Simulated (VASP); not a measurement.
# C (a cell with a defect) in VASP: a series of runs, part 2 of 2

VASP 6.6.1. The steps go on from the part before.

### Step 3. Single point, PBE

The input, INCAR:

```
PREC = Accurate
ENCUT = 520
EDIFF = 1E-7
ISMEAR = 0
SIGMA = 0.05
LREAL = Auto
LASPH = True
NELM = 100
ALGO = Normal
ISIF = 2
LWAVE = False
LCHARG = True
GGA = PE
LELF = True
LVHAR = True
NBANDS = 163
```

The input, KPOINTS:

```
Automatic mesh
0
Gamma
  2 2 2
```

The input, POSCAR:

```
C
1.0
    7.1400000000      0.0000000000      0.0000000000
    0.0000000000      7.1400000000      0.0000000000
    0.0000000000      0.0000000000      7.1400000000
C
63
Direct
    0.4981633053     -0.0003442577     -0.0009203081
    0.6256428571      0.1248585434      0.1267880952
    0.7496992997      0.2494890756      0.0006777311
    0.8744906162      0.3731631653      0.1269908964
    0.7388375350     -0.0093183473      0.2405366947
   -0.0015553221      0.0007691877      0.0006946779
    0.1224879552      0.1253998599      0.1268198880
    0.2499693277      0.2506012605     -0.0009004202
    0.3743959384      0.3748969188      0.1252690476
    0.4992404762      0.4999749300      0.0001914566
    0.6243728291      0.6247165266      0.1253133053
    0.7485742297      0.7493016807     -0.0007892157
    0.8736457983      0.8770906162      0.1270029412
    0.2486546218      0.0006502801      0.2505453782
    0.3740698880      0.1251338936      0.3750322129
    0.4994946779      0.2496148459      0.2505508403
    0.6256631653      0.3733403361      0.3753032213
    0.7496915966      0.4994704482      0.2506759104
    0.8740607843      0.6251263305      0.3750343137
    0.4994886555      0.0006431373      0.4995120448
    0.6256434174      0.1253964986      0.6232732493
    0.7388466387      0.2595560224      0.5095407563
    0.8736578431      0.3731662465      0.6230689076
    0.7497032213      0.0007610644      0.7493861345
    0.8740819328      0.1251247899      0.8750309524
   -0.0004268908      0.5009570028     -0.0007931373
    0.1237756303      0.6255463585      0.1253144258
    0.2489023810      0.7502886555      0.0001903361
    0.3737445378      0.8753614846      0.1252673669
    0.0092754902      0.2596176471      0.2405649860
    0.1224928571      0.3733655462      0.3747707283
    0.2499735294      0.5010781513      0.2495647059
    0.3740785714      0.6251247899      0.3750354342
    0.4981704482      0.7491890756      0.2495640056
    0.6256481793      0.8769120448      0.3747584034
    0.0093049020     -0.0093763305      0.5094568627
    0.1224879552      0.1248661064      0.6232515406
    0.2486480392      0.2496170868      0.4995225490
    0.3737508403      0.3749002801      0.6248018207
    0.4981826331      0.5010663866      0.5005023810
    0.6243760504      0.6255429972      0.6247529412
    0.7496952381      0.7507913165      0.4993890756
    0.8744924370      0.8771035014      0.6230656863
    0.2499665266     -0.0003323529      0.7509728291
    0.3740621849      0.1251320728      0.8750326331
    0.4981668067      0.2506092437      0.7509857143
    0.6243708683      0.3748550420      0.8754487395
    0.7485781513      0.5009568627      0.7508565826
    0.8740728291      0.6251308123      0.8750310924
   -0.0015644258      0.7507764706      0.2506691877
    0.1225028011      0.8768886555      0.3753029412
   -0.0015543417      0.4994799720      0.4994007003
    0.1237766106      0.6247182073      0.6247599440
    0.2499820728      0.7491789916      0.5005152661
    0.3743980392      0.8753659664      0.6248040616
   -0.0015443978      0.2494901961      0.7493760504
    0.1237731092      0.3748539216      0.8746246499
    0.2489068627      0.4999767507      0.7498815126
    0.3740726891      0.6251316527      0.8750351541
    0.4992415966      0.7502868347      0.7498774510
    0.6243682073      0.8754081232      0.8746190476
   -0.0004306723      0.7493128852      0.7508591036
    0.1237697479      0.8754142857      0.8754460784
```

Potentials or basis: VASP PAW PBE potentials, release 64 (C).

Launch:

```bash
$ cat potpaw_PBE.64/C/POTCAR > POTCAR
$ mpirun -np 1 vasp_std > vasp.out
```

It took 28 min on 1 thread of Intel Xeon 8259CL, shared host; peak memory 0.57 GiB.

The run converged. Its results:

- Free energy: -566.2156 eV
- Pressure: 1.8 GPa
- Largest force: 0.032 eV/Å
- Band gap on the k mesh: zero (bands 126 and 127 overlap by 0.25 eV)

Forces in eV/Å, atoms in the order of the input:
```
C    0.011  0.004  0.005
C   -0.013  0.014 -0.014
C   -0.003  0.001 -0.002
C   -0.008  0.017 -0.012
C    0.020  0.003  0.015
C    0.009 -0.005 -0.004
C   -0.001 -0.011 -0.016
C   -0.005 -0.001  0.006
C    0.003  0.003 -0.003
C    0.007  0.001  0.000
C   -0.004 -0.003 -0.003
C   -0.002  0.001  0.004
C    0.010 -0.001 -0.014
C   -0.007 -0.003  0.006
C    0.005 -0.001  0.002
C    0.000 -0.001  0.001
C   -0.015  0.014 -0.009
C   -0.001  0.001  0.000
C    0.006  0.000  0.002
C    0.001  0.001  0.005
C   -0.014 -0.017  0.010
C    0.020  0.003 -0.019
C    0.009  0.008  0.005
C   -0.004 -0.003 -0.004
C    0.002  0.001  0.002
C   -0.007 -0.012  0.008
C    0.000 -0.007 -0.006
C   -0.003  0.002 -0.002
C    0.004 -0.001 -0.003
C   -0.016 -0.020  0.011
C    0.001  0.013  0.011
C   -0.005 -0.006  0.001
C    0.004  0.000  0.002
C    0.001 -0.001  0.000
C   -0.012 -0.008  0.015
C   -0.024  0.020  0.007
C    0.007 -0.004  0.001
C   -0.004 -0.003  0.000
C    0.003  0.002  0.002
C    0.008 -0.004 -0.004
C   -0.001 -0.005 -0.005
C   -0.004  0.001  0.005
C    0.000 -0.011  0.002
C   -0.005  0.003 -0.003
C    0.005  0.000  0.002
C   -0.002 -0.001  0.001
C   -0.002  0.005  0.002
C    0.000 -0.004  0.000
C    0.005  0.000  0.002
C    0.001  0.004  0.000
C    0.010 -0.006 -0.008
C    0.009  0.002  0.002
C   -0.003 -0.007 -0.011
C   -0.004  0.002 -0.008
C    0.006  0.002 -0.004
C   -0.002  0.003 -0.002
C    0.003  0.004  0.005
C   -0.001 -0.001  0.000
C    0.004  0.000  0.002
C    0.001  0.002 -0.001
C    0.000  0.001  0.004
C   -0.002  0.000 -0.001
C   -0.004  0.009  0.008
```

Stress tensor (GPa, compression positive):
```
2.11 0.00 0.00
0.00 1.59 0.01
0.00 0.01 1.59
```

Levels at points of the mesh, in eV from the Fermi level:
```tsv
k point	band 123	band 124	band 125	band 126	band 127	band 128	band 129	band 130
(0.00, 0.00, 0.00)	-2.15	-2.15	-2.15	0.25	0.27	0.27	2.88	2.89
(0.50, 0.00, 0.00)	-3.37	-3.37	-2.35	-0.34	0.02	0.02	2.70	2.71
(0.00, 0.50, 0.00)	-3.37	-3.37	-2.35	-0.32	0.00	0.02	2.70	2.71
(0.00, 0.00, 0.50)	-3.37	-3.37	-2.35	-0.32	0.00	0.02	2.70	2.71
(0.50, 0.50, 0.00)	-2.74	-2.43	-2.36	-0.48	0.11	0.13	4.07	4.07
(0.00, 0.50, 0.50)	-2.74	-2.43	-2.36	-0.50	0.13	0.13	4.07	4.07
(0.50, 0.00, 0.50)	-2.74	-2.43	-2.36	-0.48	0.11	0.13	4.07	4.07
(0.50, 0.50, 0.50)	-3.32	-3.31	-3.30	0.11	0.13	0.13	4.38	4.38
```

Caveat: the k points lie up to 0.44 Å⁻¹ apart.

### Step 4. Single point, PBE

The input, INCAR:

```
PREC = Accurate
ENCUT = 520
EDIFF = 1E-6
ISMEAR = 0
SIGMA = 0.05
LREAL = Auto
LASPH = T
NELM = 80
ALGO = Normal
ISIF = 2
LWAVE = F
LCHARG = F
GGA = PE
NBANDS = 163
```

KPOINTS is that of step 3.

The input, POSCAR:

```
C
1.0
    7.1400000000      0.0000000000      0.0000000000
    0.0000000000      7.1400000000      0.0000000000
    0.0000000000      0.0000000000      7.1400000000
C
63
Direct
    0.5001978902      0.0001978902      0.0004005545
    0.6255444704      0.1255444704      0.1255525447
    0.7500000000      0.2500000000      0.0000000000
    0.8744555296      0.3744555296      0.1255525447
    0.7503061889      0.0017313486      0.2517313486
   -0.0001978902      0.0001978902     -0.0004005545
    0.1259702560      0.1245150039      0.1240297440
    0.2500000000      0.2500000000      0.0000000000
    0.3740297440      0.3754849961      0.1240297440
    0.5001978902      0.4998021098     -0.0004005545
    0.6245150039      0.6259702560      0.1240297440
    0.7500000000      0.7500000000      0.0000000000
    0.8754849961      0.8740297440      0.1240297440
    0.2504005545      0.0001978902      0.2501978902
    0.3755525447      0.1255444704      0.3755444704
    0.5017313486      0.2503061889      0.2517313486
    0.6151856153      0.3848143847      0.3651856153
    0.7496938111      0.4982686514      0.2517313486
    0.8744555296      0.6244474553      0.3755444704
    0.5017313486      0.0017313486      0.5003061889
    0.6151856153      0.1151856153      0.6348143847
    0.8848143847      0.1151856153      0.3651856153
    0.8848143847      0.3848143847      0.6348143847
    0.7496938111      0.0017313486      0.7482686514
    0.8744555296      0.1255444704      0.8744474553
   -0.0001978902      0.4998021098      0.0004005545
    0.1248806706      0.6248806706      0.1251193294
    0.2500000000      0.7500000000      0.0000000000
    0.3751193294      0.8751193294      0.1251193294
   -0.0017313486      0.2496938111      0.2517313486
    0.1244474553      0.3744555296      0.3755444704
    0.2495994455      0.4998021098      0.2501978902
    0.3740297440      0.6259702560      0.3745150039
    0.5001978902      0.7504005545      0.2501978902
    0.6255444704      0.8755525447      0.3755444704
   -0.0017313486      0.0017313486      0.4996938111
    0.1244474553      0.1255444704      0.6244555296
    0.2500000000      0.2500000000      0.5000000000
    0.3755525447      0.3744555296      0.6244555296
    0.5017313486      0.4982686514      0.4996938111
    0.6255444704      0.6244474553      0.6244555296
    0.7500000000      0.7500000000      0.5000000000
    0.8744555296      0.8755525447      0.6244555296
    0.2495994455      0.0001978902      0.7498021098
    0.3740297440      0.1245150039      0.8759702560
    0.5017313486      0.2496938111      0.7482686514
    0.6255444704      0.3744555296      0.8744474553
    0.7503061889      0.4982686514      0.7482686514
    0.8754849961      0.6259702560      0.8759702560
   -0.0001978902      0.7495994455      0.2501978902
    0.1259702560      0.8740297440      0.3745150039
   -0.0017313486      0.4982686514      0.5003061889
    0.1259702560      0.6259702560      0.6254849961
    0.2500000000      0.7500000000      0.5000000000
    0.3740297440      0.8740297440      0.6254849961
   -0.0017313486      0.2503061889      0.7482686514
    0.1259702560      0.3754849961      0.8759702560
    0.2504005545      0.4998021098      0.7498021098
    0.3751193294      0.6248806706      0.8748806706
    0.5001978902      0.7495994455      0.7498021098
    0.6245150039      0.8740297440      0.8759702560
   -0.0001978902      0.7504005545      0.7498021098
    0.1248806706      0.8751193294      0.8748806706
```

Launch:

```bash
$ cat potpaw_PBE.64/C/POTCAR > POTCAR
$ mpirun -np 1 vasp_std > vasp.out
```

It took 5.9 min on 1 thread of Intel Xeon Platinum 8259CL at 2.50GHz (Skylake/Cascade Lake), shared host; peak memory 0.47 GiB.

It converged, with:

```yaml
Free_energy: -566.2153 eV
Pressure: 1.8 GPa
Largest_force: 0.043 eV/Å
Band_gap_on_the_k_mesh: zero (bands 126 and 127 overlap by 0.25 eV)
```

Forces on the atoms (eV/Å):
```
C    0.015  0.015  0.000
C    0.007  0.007  0.004
C    0.000  0.000  0.000
C   -0.007 -0.007  0.004
C   -0.003 -0.004 -0.004
C   -0.015  0.015  0.000
C   -0.029 -0.008  0.029
C    0.000  0.000  0.000
C    0.029  0.008  0.029
C    0.015 -0.015  0.000
C   -0.008 -0.029  0.029
C    0.000  0.000  0.000
C    0.008  0.029  0.029
C    0.000  0.015  0.015
C    0.004  0.007  0.007
C   -0.004 -0.003 -0.004
C    0.025 -0.025  0.025
C    0.003  0.004 -0.004
C   -0.007 -0.004  0.007
C   -0.004 -0.004 -0.003
C    0.025  0.025 -0.025
C   -0.025  0.025  0.025
C   -0.025 -0.025 -0.025
C    0.003 -0.004  0.004
C   -0.007  0.007 -0.004
C   -0.015 -0.015  0.000
C   -0.004 -0.004  0.004
C    0.000  0.000  0.000
C    0.004  0.004  0.004
C    0.004  0.003 -0.004
C   -0.004 -0.007  0.007
C    0.000 -0.015  0.015
C    0.029 -0.029 -0.008
C    0.015  0.000  0.015
C    0.007  0.004  0.007
C    0.004 -0.004  0.003
C   -0.004  0.007 -0.007
C    0.000  0.000  0.000
C    0.004 -0.007 -0.007
C   -0.004  0.004  0.003
C    0.007 -0.004 -0.007
C    0.000  0.000  0.000
C   -0.007  0.004 -0.007
C    0.000  0.015 -0.015
C    0.029 -0.008 -0.029
C   -0.004  0.003  0.004
C    0.007 -0.007 -0.004
C   -0.003  0.004  0.004
C    0.008 -0.029 -0.029
C   -0.015  0.000  0.015
C   -0.029  0.029 -0.008
C    0.004  0.004 -0.003
C   -0.029 -0.029  0.008
C    0.000  0.000  0.000
C    0.029  0.029  0.008
C    0.004 -0.003  0.004
C   -0.029  0.008 -0.029
C    0.000 -0.015 -0.015
C    0.004 -0.004 -0.004
C    0.015  0.000 -0.015
C   -0.008  0.029 -0.029
C   -0.015  0.000 -0.015
C   -0.004  0.004 -0.004
```

Levels at points of the mesh, in eV from the Fermi level:
| k point | band 122 | band 123 | band 124 | band 125 | band 126 | band 127 | band 128 | band 129 |
| --- | --- | --- | --- | --- | --- | --- | --- | --- |
| (0.00, 0.00, 0.00) | -3.37 | -2.15 | -2.15 | -2.15 | 0.26 | 0.26 | 0.26 | 2.88 |
| (0.50, 0.00, 0.00) | -3.45 | -3.38 | -3.38 | -2.35 | -0.33 | 0.02 | 0.02 | 2.70 |
| (0.50, 0.50, 0.00) | -3.08 | -2.73 | -2.44 | -2.36 | -0.48 | 0.12 | 0.12 | 4.07 |
| (0.50, 0.50, 0.50) | -3.32 | -3.32 | -3.30 | -3.30 | 0.13 | 0.13 | 0.13 | 4.37 |

Caveat: the k points lie up to 0.44 Å⁻¹ apart.

### Step 5. Single point, PBE

The input, INCAR:

```
  ALGO = Normal
  EDIFF = 1E-6
  ENCUT = 520
  GGA = PE
  ISIF = 2
  ISMEAR = 0
  LASPH = T
  LCHARG = F
  LREAL = Auto
  LWAVE = F
  NBANDS = 163
  NELM = 80
  PREC = Accurate
  SIGMA = 0.05
```

The input, KPOINTS:

```
k-points
0
Gamma
  2 2 2
```

The input, POSCAR:

```
C
1.0
    7.1400000000      0.0000000000      0.0000000000
    0.0000000000      7.1400000000      0.0000000000
    0.0000000000      0.0000000000      7.1400000000
C
63
Direct
    0.5001978992      0.0001978992      0.0004005602
    0.6255445378      0.1255445378      0.1255525210
    0.7500000000      0.2500000000      0.0000000000
    0.8744554622      0.3744554622      0.1255525210
    0.7503061625      0.0017313725      0.2517313725
   -0.0001978992      0.0001978992     -0.0004005602
    0.1259703081      0.1245149860      0.1240296919
    0.2500000000      0.2500000000      0.0000000000
    0.3740296919      0.3754850140      0.1240296919
    0.5001978992      0.4998021008     -0.0004005602
    0.6245149860      0.6259703081      0.1240296919
    0.7500000000      0.7500000000      0.0000000000
    0.8754850140      0.8740296919      0.1240296919
    0.2504005602      0.0001978992      0.2501978992
    0.3755525210      0.1255445378      0.3755445378
    0.5017313725      0.2503061625      0.2517313725
    0.6151855742      0.3848144258      0.3651855742
    0.7496938375      0.4982686275      0.2517313725
    0.8744554622      0.6244474790      0.3755445378
    0.5017313725      0.0017313725      0.5003061625
    0.6151855742      0.1151855742      0.6348144258
    0.8848144258      0.1151855742      0.3651855742
    0.8848144258      0.3848144258      0.6348144258
    0.7496938375      0.0017313725      0.7482686275
    0.8744554622      0.1255445378      0.8744474790
   -0.0001978992      0.4998021008      0.0004005602
    0.1248806723      0.6248806723      0.1251193277
    0.2500000000      0.7500000000      0.0000000000
    0.3751193277      0.8751193277      0.1251193277
   -0.0017313725      0.2496938375      0.2517313725
    0.1244474790      0.3744554622      0.3755445378
    0.2495994398      0.4998021008      0.2501978992
    0.3740296919      0.6259703081      0.3745149860
    0.5001978992      0.7504005602      0.2501978992
    0.6255445378      0.8755525210      0.3755445378
   -0.0017313725      0.0017313725      0.4996938375
    0.1244474790      0.1255445378      0.6244554622
    0.2500000000      0.2500000000      0.5000000000
    0.3755525210      0.3744554622      0.6244554622
    0.5017313725      0.4982686275      0.4996938375
    0.6255445378      0.6244474790      0.6244554622
    0.7500000000      0.7500000000      0.5000000000
    0.8744554622      0.8755525210      0.6244554622
    0.2495994398      0.0001978992      0.7498021008
    0.3740296919      0.1245149860      0.8759703081
    0.5017313725      0.2496938375      0.7482686275
    0.6255445378      0.3744554622      0.8744474790
    0.7503061625      0.4982686275      0.7482686275
    0.8754850140      0.6259703081      0.8759703081
   -0.0001978992      0.7495994398      0.2501978992
    0.1259703081      0.8740296919      0.3745149860
   -0.0017313725      0.4982686275      0.5003061625
    0.1259703081      0.6259703081      0.6254850140
    0.2500000000      0.7500000000      0.5000000000
    0.3740296919      0.8740296919      0.6254850140
   -0.0017313725      0.2503061625      0.7482686275
    0.1259703081      0.3754850140      0.8759703081
    0.2504005602      0.4998021008      0.7498021008
    0.3751193277      0.6248806723      0.8748806723
    0.5001978992      0.7495994398      0.7498021008
    0.6245149860      0.8740296919      0.8759703081
   -0.0001978992      0.7504005602      0.7498021008
    0.1248806723      0.8751193277      0.8748806723
```

Launch:

```bash
$ cat potpaw_PBE.64/C/POTCAR > POTCAR
$ mpirun -np 1 vasp_std > vasp.out
```

Run time: 6.1 min. Hardware: 1 thread of Intel Xeon Platinum 8259CL at 2.50GHz (Skylake/Cascade Lake), shared host; peak memory 0.47 GiB.

The run converged. Its results:

```
Free energy            : -566.2153 eV
Pressure               : 1.8 GPa
Largest force          : 0.043 eV/Å
Band gap on the k mesh : zero (bands 126 and 127 overlap by 0.25 eV)
```

Forces in eV/Å, atoms in the order of the input:
```
C    0.015  0.015  0.000
C    0.007  0.007  0.004
C    0.000  0.000  0.000
C   -0.007 -0.007  0.004
C   -0.003 -0.004 -0.004
C   -0.015  0.015  0.000
C   -0.029 -0.008  0.029
C    0.000  0.000  0.000
C    0.029  0.008  0.029
C    0.015 -0.015  0.000
C   -0.008 -0.029  0.029
C    0.000  0.000  0.000
C    0.008  0.029  0.029
C    0.000  0.015  0.015
C    0.004  0.007  0.007
C   -0.004 -0.003 -0.004
C    0.025 -0.025  0.025
C    0.003  0.004 -0.004
C   -0.007 -0.004  0.007
C   -0.004 -0.004 -0.003
C    0.025  0.025 -0.025
C   -0.025  0.025  0.025
C   -0.025 -0.025 -0.025
C    0.003 -0.004  0.004
C   -0.007  0.007 -0.004
C   -0.015 -0.015  0.000
C   -0.004 -0.004  0.004
C    0.000  0.000  0.000
C    0.004  0.004  0.004
C    0.004  0.003 -0.004
C   -0.004 -0.007  0.007
C    0.000 -0.015  0.015
C    0.029 -0.029 -0.008
C    0.015  0.000  0.015
C    0.007  0.004  0.007
C    0.004 -0.004  0.003
C   -0.004  0.007 -0.007
C    0.000  0.000  0.000
C    0.004 -0.007 -0.007
C   -0.004  0.004  0.003
C    0.007 -0.004 -0.007
C    0.000  0.000  0.000
C   -0.007  0.004 -0.007
C    0.000  0.015 -0.015
C    0.029 -0.008 -0.029
C   -0.004  0.003  0.004
C    0.007 -0.007 -0.004
C   -0.003  0.004  0.004
C    0.008 -0.029 -0.029
C   -0.015  0.000  0.015
C   -0.029  0.029 -0.008
C    0.004  0.004 -0.003
C   -0.029 -0.029  0.008
C    0.000  0.000  0.000
C    0.029  0.029  0.008
C    0.004 -0.003  0.004
C   -0.029  0.008 -0.029
C    0.000 -0.015 -0.015
C    0.004 -0.004 -0.004
C    0.015  0.000 -0.015
C   -0.008  0.029 -0.029
C   -0.015  0.000 -0.015
C   -0.004  0.004 -0.004
```

Levels at points of the mesh, in eV from the Fermi level:
```csv
k point,band 122,band 123,band 124,band 125,band 126,band 127,band 128,band 129
"(0.00, 0.00, 0.00)",-3.37,-2.15,-2.15,-2.15,0.26,0.26,0.26,2.88
"(0.50, 0.00, 0.00)",-3.45,-3.38,-3.38,-2.35,-0.33,0.02,0.02,2.70
"(0.50, 0.50, 0.00)",-3.08,-2.73,-2.44,-2.36,-0.48,0.12,0.12,4.07
"(0.50, 0.50, 0.50)",-3.32,-3.32,-3.30,-3.30,0.13,0.13,0.13,4.37
```

Caveat: the k points lie up to 0.44 Å⁻¹ apart.
